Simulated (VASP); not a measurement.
# Tc (P6_3/mmc) in VASP: a series of runs

Tc is run at these levels: LDA; tasks: single point.

Everything below comes from runs of VASP 6.6.1. Logs are shortened: lines on timing, memory, paths and dates and some standing lists are left out, and cuts for length are marked.

**1. The cell of the first run**

It takes space group P6_3/mmc (No. 194, hexagonal). Conventional cell: a = 2.740 Å, b = 2.740 Å, c = 4.354 Å, α = 90.00°, β = 90.00°, γ = 120.00°. Within 3.5 Å of Tc (site symmetry -6m2) lie 12 Tc at 2.69 to 2.74 Å.

**2. Single point, LDA (zz strain of -1 %)**

Input file INCAR:

```
SYSTEM = Tc
  PREC = Accurate
  ENCUT = 520
  EDIFF = 1E-6
  ISMEAR = -1
  SIGMA = 0.08
  LREAL = .FALSE.
  LASPH = .TRUE.
  NELM = 100
  ALGO = Normal
  ISIF = 2
  LWAVE = .FALSE.
  LCHARG = .FALSE.
  GGA = CA
  NBANDS = 20
```

Input file KPOINTS:

```
Automatic mesh
0
G
  17 17 9
  0 0 0
```

Input file POSCAR:

```
Tc
1.0
    2.7400001704      0.0000000000      0.0000000000
   -1.3700000852      2.3729097540      0.0000000000
    0.0000000000      0.0000000000      4.3540200000
Tc
2
Direct
    0.3333333333      0.6666666667      0.2500000000
    0.6666666667      0.3333333333      0.7500000000
```

Potentials or basis: VASP PAW LDA potentials, release 64 (Tc_pv).

Command:

```bash
$ cat potpaw_LDA.64/Tc_pv/POTCAR > POTCAR
$ mpirun -np 1 vasp_std > vasp.out
```

OUTCAR:

```text
SYSTEM = Tc
   PREC = Accurate
   ENCUT = 520
   EDIFF = 1E-6
   ISMEAR = -1
   LREAL = .FALSE.
   LASPH = .TRUE.
   NELM = 100
   ISIF = 2
   GGA = CA

 ion  position               nearest neighbor table
   1  0.333  0.667  0.250-   2 2.69   2 2.69   2 2.69   2 2.69   2 2.69   2 2.69
   2  0.667  0.333  0.750-   1 2.69   1 2.69   1 2.69   1 2.69   1 2.69   1 2.69

  LATTYP: Found a hexagonal cell.
 ALAT       =     2.7400001704
 C/A-ratio  =     1.5890582953

  Lattice vectors:

 A1 = (   2.7400001704,   0.0000000000,   0.0000000000)
 A2 = (  -1.3700000852,   2.3729097540,   0.0000000000)
 A3 = (   0.0000000000,   0.0000000000,   4.3540200000)

Analysis of symmetry for initial positions (statically):
=====================================================================
 Subroutine PRICEL returns:
 Original cell was already a primitive cell.

 Routine SETGRP: Setting up the symmetry group for a
 hexagonal supercell.

 Subroutine GETGRP returns: Found 24 space group operations
 (whereof 12 operations were pure point group operations)
 out of a pool of 24 trial point group operations.

The static configuration has the point symmetry D_3d.
 The point group associated with its full space group is D_6h.

Analysis of symmetry for dynamics (positions and initial velocities):
=====================================================================
 Subroutine PRICEL returns:
 Original cell was already a primitive cell.

 Routine SETGRP: Setting up the symmetry group for a
 hexagonal supercell.

 Subroutine GETGRP returns: Found 24 space group operations
 (whereof 12 operations were pure point group operations)
 out of a pool of 24 trial point group operations.

The dynamic configuration has the point symmetry D_3d.
 The point group associated with its full space group is D_6h.

 Subroutine INISYM returns: Found 24 space group operations
 (whereof 12 operations are pure point group operations),
 and found     1 'primitive' translations

----------------------------------------------------------------------------------------

                                     Primitive cell

  volume of cell :      28.3089

  direct lattice vectors                    reciprocal lattice vectors
     2.740000170  0.000000000  0.000000000     0.364963481  0.210711764  0.000000000
    -1.370000085  2.372909754  0.000000000     0.000000000  0.421423528  0.000000000
     0.000000000  0.000000000  4.354020000     0.000000000  0.000000000  0.229672808

  length of vectors
     2.740000170  2.740000170  4.354020000     0.421423528  0.421423528  0.229672808

  position of ions in fractional coordinates (direct lattice)
     0.333333333  0.666666667  0.250000000
     0.666666667  0.333333333  0.750000000

  ion indices of the primitive-cell ions
   primitive index   ion index
                 1           1
                 2           2

----------------------------------------------------------------------------------------

 KPOINTS: Automatic mesh

Automatic generation of k-mesh.
 Grid dimensions read from file:
 generate k-points for:   17   17    9

 Generating k-lattice:

  Cartesian coordinates                     Fractional coordinates (reciprocal lattice)
     0.021468440  0.012394810  0.000000000     0.058823529  0.000000000  0.000000000
     0.000000000  0.024789619  0.000000000     0.000000000  0.058823529  0.000000000
     0.000000000  0.000000000  0.025519201     0.000000000  0.000000000  0.111111111

  Length of vectors
     0.024789619  0.024789619  0.025519201

  Shift w.r.t. Gamma in fractional coordinates (k-lattice)
     0.000000000  0.000000000  0.000000000

 Subroutine IBZKPT returns following result:
 ===========================================

 Found    165 irreducible k-points:

 Following reciprocal coordinates:
            Coordinates               Weight
  0.000000  0.000000  0.000000      1.000000
  0.058824  0.000000  0.000000      6.000000
  0.117647  0.000000  0.000000      6.000000
  0.176471  0.000000  0.000000      6.000000
  0.235294  0.000000  0.000000      6.000000
  0.294118  0.000000  0.000000      6.000000
[... 16 lines left out ...]
  0.411765  0.117647  0.000000     12.000000
  0.176471  0.176471  0.000000      6.000000
 [... further k-points ...]
   k-points           NKPTS =    165   k-points in BZ     NKDIM =    165   number of bands    NBANDS=     20
   number of dos      NEDOS =    301   number of ions     NIONS =      2
   total plane-waves  NPLWV =  12800
   dimension x,y,z NGX =    20 NGY =   20 NGZ =   32
   dimension x,y,z NGXF=    40 NGYF=   40 NGZF=   64
   ions per type =               2
   NGX,Y,Z   is equivalent  to a cutoff of  12.13, 12.13, 12.22 a.u.
   NGXF,Y,Z  is equivalent  to a cutoff of  24.27, 24.27, 24.44 a.u.
 SYSTEM =  Tc
   PREC   = accura    normal or accurate (medium, high low for compatibility)
   ISTART =      0    job   : 0-new  1-cont  2-samecut
   ICHARG =      2    charge: 1-file 2-atom 10-const
   ISPIN  =      1    spin polarized calculation?
   LNONCOLLINEAR =      F non collinear calculations
   LSORBIT =      F    spin-orbit coupling
   LASPH  =      T    aspherical Exc in radial PAW
   ENCUT  =  520.0 eV  38.22 Ry    6.18 a.u.   5.09  5.09  8.10*2*pi/ulx,y,z
   NELM   =    100;   NELMIN=  2; NELMDL= -5     # of ELM steps
   EDIFF  = 0.1E-05   stopping-criterion for ELM
   LREAL  =      F    real-space projection
   EDIFFG = 0.1E-04   stopping-criterion for IOM
   NSW    =      0    number of steps for IOM
   IBRION =     -1    ionic relax: 0-MD 1-quasi-New 2-CG
   NFREE  =      0    steps in history (QN), initial steepest desc. (CG)
   ISIF   =      2    stress and relaxation
   ISYM   =      2    0-nonsym 1-usesym 2-fastsym
   POTIM  = 0.5000    time-step for ionic-motion
   TEBEG  =    0.0;   TEEND  =   0.0 temperature during run
   PSTRESS=    0.0 pullay stress
   NELECT =      26.0000    total number of electrons
   NUPDOWN=      -1.0000    fix difference up-down
   EMIN   =  10.00;   EMAX   =-10.00  energy-range for DOS
   EFERMI =   0.00;   METHOD = LEGACY
   ISMEAR =    -1;   SIGMA  =   0.08  broadening in eV -4-tet -1-fermi 0-gaus
   EFERMI_NEDOS =   21; number of points for ismear=-14 and -15
   IALGO  =     38    algorithm
   IMIX   =      4    mixing-type and parameters
     AMIX     =   0.40;   BMIX     =  1.00
     AMIX_MAG =   1.60;   BMIX_MAG =  1.00
  volume/ion in A,a.u.               =      14.15        95.52
  Fermi-wavevector in a.u.,A,eV,Ry     =   1.591324  3.007166 34.454185  2.532311
  Thomas-Fermi vector in A             =   2.689882
   LORBIT       =      0    0 simple, 1 ext, 2 COOP (PROOUT), +10 PAW based schemes
   GGA     = CA    functional components
   LHFCALC =     F    Hartree Fock is set to
   AEXX    =    0.0000 exact exchange contribution
   IVDW    =     0    specifies the selected vdW correction
   LEPSILON=     F    determine dielectric tensor
   LRPA    =     F    only Hartree local field effects (RPA)
 non-spin polarized calculation
  energy-cutoff  :      520.00
  volume of cell :       28.31
 maximum number of plane-waves:       780
   NGX = 11   NGY = 11   NGZ = 17

 number of electron      25.9999999 magnetization

 Free energy of the ion-electron system (eV)
  ---------------------------------------------------
  ext. energy  EPLUGINS =         0.00000000
  ---------------------------------------------------
  free energy    TOTEN  =       -23.47053243 eV

  energy without entropy =      -23.42882179  energy(sigma->0) =      -23.44967711

 E-fermi :  12.6799     XC(G=0): -14.0889

 val. band max:       12.6586439874   @ k =   0.3529   0.0588   0.4444
 cond. band min:      12.6805092516   @ k =   0.1176   0.0588   0.1111
 fundamental gap:      0.0218652643
 Fermi energy:        12.6798647541

 k-point     1 :       0.0000    0.0000    0.0000
  band No.  band energies     occupation
      1     -26.6195      2.00000
      2     -25.4599      2.00000
      3     -25.4599      2.00000
      4     -25.2548      2.00000
      5     -25.2548      2.00000
      6     -25.1914      2.00000
[... 12 lines left out ...]
     19      23.9909      0.00000
     20      26.9875      0.00000

 k-point     2 :       0.0588    0.0000    0.0000
  band No.  band energies     occupation
      1     -26.6047      2.00000
      2     -25.4928      2.00000
      3     -25.4709      2.00000
      4     -25.2891      2.00000
      5     -25.2591      2.00000
      6     -25.1980      2.00000
[... 12 lines left out ...]
     19      23.9767      0.00000
     20      27.2547      0.00000

 k-point     3 :       0.1176    0.0000    0.0000
  band No.  band energies     occupation
      1     -26.5610      2.00000
      2     -25.5871      2.00000
      3     -25.5017      2.00000
      4     -25.3861      2.00000
      5     -25.2721      2.00000
      6     -25.2180      2.00000
[... 12 lines left out ...]
     19      23.9145      0.00000
     20      27.9664      0.00000

 k-point     4 :       0.1765    0.0000    0.0000
  band No.  band energies     occupation
      1     -26.4916      2.00000
      2     -25.7297      2.00000
      3     -25.5468      2.00000
      4     -25.5296      2.00000
      5     -25.2928      2.00000
      6     -25.2514      2.00000
[... 12 lines left out ...]
     19      23.7787      0.00000
     20      28.6577      0.00000

 k-point     5 :       0.2353    0.0000    0.0000
  band No.  band energies     occupation
      1     -26.4011      2.00000
      2     -25.9013      2.00000
      3     -25.6972      2.00000
      4     -25.5994      2.00000
      5     -25.3192      2.00000
      6     -25.2983      2.00000
[... 12 lines left out ...]
     19      23.5829      0.00000
     20      27.9804      0.00000

 k-point     6 :       0.2941    0.0000    0.0000
  band No.  band energies     occupation
      1     -26.2965      2.00000
      2     -26.0780      2.00000
      3     -25.8651      2.00000
      4     -25.6523      2.00000
      5     -25.3576      2.00000
      6     -25.3477      2.00000
[... 12 lines left out ...]
     19      23.3745      0.00000
     20      26.2787      0.00000

 k-point     7 :       0.3529   -0.0000    0.0000
  band No.  band energies     occupation
      1     -26.2360      2.00000
      2     -26.1872      2.00000
      3     -26.0117      2.00000
      4     -25.6987      2.00000
      5     -25.4260      2.00000
      6     -25.3740      2.00000
[... 12 lines left out ...]
     19      23.5187      0.00000
     20      24.5710      0.00000
[... 277 lines left out ...]
 k-point    20 :       0.2353    0.1176    0.0000
  band No.  band energies     occupation
      1     -26.2619      2.00000
      2     -26.0669      2.00000
      3     -25.9392      2.00000
      4     -25.6566      2.00000
      5     -25.4146      2.00000
      6     -25.3782      2.00000
[... 12 lines left out ...]
     19      23.4711      0.00000
     20      26.1250      0.00000

 k-point    21 :       0.2941    0.1176    0.0000
  band No.  band energies     occupation
      1     -26.2132      2.00000
      2     -26.1545      2.00000
      3     -26.0356      2.00000
      4     -25.7321      2.00000
      5     -25.4496      2.00000
      6     -25.4473      2.00000
[... 12 lines left out ...]
     19      24.0895      0.00000
     20      24.3713      0.00000

 k-point    22 :       0.3529    0.1176    0.0000
  band No.  band energies     occupation
      1     -26.3225      2.00000
      2     -26.1068      2.00000
      3     -26.0549      2.00000
      4     -25.7888      2.00000
      5     -25.5180      2.00000
      6     -25.4755      2.00000
[... 12 lines left out ...]
     19      24.1375      0.00000
     20      25.2439      0.00000

 k-point    23 :       0.4118    0.1176    0.0000
  band No.  band energies     occupation
      1     -26.3808      2.00000
      2     -26.1448      2.00000
      3     -25.9875      2.00000
      4     -25.8189      2.00000
      5     -25.5699      2.00000
      6     -25.4894      2.00000
[... 12 lines left out ...]
     19      24.4995      0.00000
     20      24.6127      0.00000

 k-point    24 :       0.1765    0.1765    0.0000
  band No.  band energies     occupation
      1     -26.2717      2.00000
      2     -25.9910      2.00000
      3     -25.9806      2.00000
      4     -25.6339      2.00000
      5     -25.4387      2.00000
      6     -25.3721      2.00000
[... 12 lines left out ...]
     19      23.5299      0.00000
     20      26.7968      0.00000

 [... further k-points ...]
[... 5 lines left out ...]
  --------------------------------------------------------------------------------------
  -------------------------------------------------------------------------------------
  Total       -1.6229971     -1.6229971     -1.3163649     -0.0000000      0.0000000      0.0000000
  in kB      -91.8556977    -91.8556977    -74.5014365     -0.0000000      0.0000000      0.0000000
  external PRESSURE =     -86.0709440 kB  Pullay stress =       0.0000000 kB

 VOLUME and BASIS-vectors are now :
 -----------------------------------------------------------------------------
  energy-cutoff  :      520.00
  volume of cell :       28.31
      direct lattice vectors                 reciprocal lattice vectors
     2.740000170  0.000000000  0.000000000     0.364963481  0.210711764  0.000000000
    -1.370000085  2.372909754  0.000000000     0.000000000  0.421423528  0.000000000
     0.000000000  0.000000000  4.354020000     0.000000000  0.000000000  0.229672808

 POSITION                                       TOTAL-FORCE (eV/Angst)
 -----------------------------------------------------------------------------------
     -0.00000      1.58194      1.08851         0.000000      0.000000      0.000000
      1.37000      0.79097      3.26552        -0.000000      0.000000      0.000000
 -----------------------------------------------------------------------------------
    total drift:                               -0.000000      0.000000     -0.000000

  FREE ENERGIE OF THE ION-ELECTRON SYSTEM (eV)
  ---------------------------------------------------
  free  energy   TOTEN  =       -23.4705324267 eV

  energy  without entropy=      -23.4288217925  energy(sigma->0) =      -23.44967711
```

It took 64 s on 1 thread of Intel Xeon 8259CL, shared host; peak memory 0.18 GiB.

Results:

```yaml
Free_energy: -23.4705 eV
Pressure: -8.6 GPa
Band_gap_on_the_k_mesh: zero (bands 13 and 14 overlap by 3.04 eV)
```

Stress tensor (GPa, compression positive):
```
-9.19  0.00  0.00
 0.00 -9.19  0.00
 0.00  0.00 -7.45
```

Caveat: the cell differs from its parent crystal (zz strain of -1 %); the cell stands under tension.

**3. Single point, LDA**

This run uses another cell than the first one, of 14.30 Å³/atom.

Input file INCAR:

```
PREC = Accurate
ENCUT = 520
EDIFF = 1E-6
ISMEAR = -1
SIGMA = 0.08
LREAL = False
LASPH = True
NELM = 80
ALGO = Normal
ISIF = 2
LWAVE = False
LCHARG = False
GGA = CA
NBANDS = 20
```

Input file KPOINTS:

```
regular mesh
0
Gamma
  17 17 9
```

Changes to POSCAR since step 2:

```diff
@@ -4,3 +4,3 @@
    -1.3700000852      2.3729097540      0.0000000000
-    0.0000000000      0.0000000000      4.3540200000
+    0.0000000000      0.0000000000      4.3980000000
 Tc
```

Potentials or basis: VASP PAW LDA potentials, release 64 (Tc_pv).

Command:

```bash
$ cat potpaw_LDA.64/Tc_pv/POTCAR > POTCAR
$ mpirun -np 1 vasp_std > vasp.out
```

Wall time 72 s (1 thread of Intel Xeon 8259CL, shared host); peak memory 0.19 GiB.

The run converged. Its results:

| Quantity | Value |
| --- | --- |
| Free energy | -23.4528 eV |
| Pressure | -11.6 GPa |
| Band gap on the k mesh | zero (bands 13 and 14 overlap by 3.05 eV) |

Stress tensor (GPa, compression positive):
```
-11.06   0.00   0.00
  0.00 -11.06   0.00
  0.00   0.00 -12.80
```

Levels at points of the mesh, in eV from the Fermi level:
| k point | band 9 | band 10 | band 11 | band 12 | band 13 | band 14 | band 15 | band 16 | band 17 | band 18 |
| --- | --- | --- | --- | --- | --- | --- | --- | --- | --- | --- |
| (0.00, 0.00, 0.00) | -1.55 | -1.55 | -1.50 | -0.83 | -0.83 | -0.12 | -0.12 | 1.71 | 2.55 | 2.55 |

Caveat: the cell stands under tension.

(Continued in part 2 of 2.)

The gap in the log of VASP goes by the Fermi energy; the results here count the filled bands.